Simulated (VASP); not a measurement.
Rh, 1 atom in the cell. Symmetry: Fm-3m, No. 225, cubic system. Conventional cell: a = 3.799 Å, b = 3.799 Å, c = 3.799 Å, α = 90.00°, β = 90.00°, γ = 90.00°. Rh (site symmetry m-3m) has 12 Rh at 2.69 Å within 3.5 Å. 

```yaml
Program: VASP 6.6.1
Task: single point
Functional: r2SCAN
Potentials_or_basis: VASP PAW PBE potentials, release 64 (Rh_pv)
Cutoff: 550 eV
k_mesh: 10 × 10 × 10
Occupations: methfessel-paxton, width 0.1 eV
Spin: no spin polarisation
Dipole_correction: no
Further_INCAR_settings: ALGO = Normal; EDIFF = 1e-06; NBANDS = 14
```

Potentials or basis: VASP PAW PBE potentials, release 64 (Rh_pv).

Command:

```console
$ cat potpaw_PBE.64/Rh_pv/POTCAR > POTCAR
$ cp INCAR.step1 INCAR
$ mpirun -np 1 vasp_std > vasp.out
$ cp INCAR.step2 INCAR
$ mpirun -np 1 vasp_std > vasp.out
```

Hardware: 1 thread of AMD EPYC 9R45 96-Core Processor (Zen 5), on a shared host.

Task: Estimate the wall time of this run.

Result: Wall time 32 s on 1 thread of AMD EPYC 9R45 96-Core Processor (Zen 5), with other jobs on the host, peak memory 0.12 GiB. Counts: k points 47.
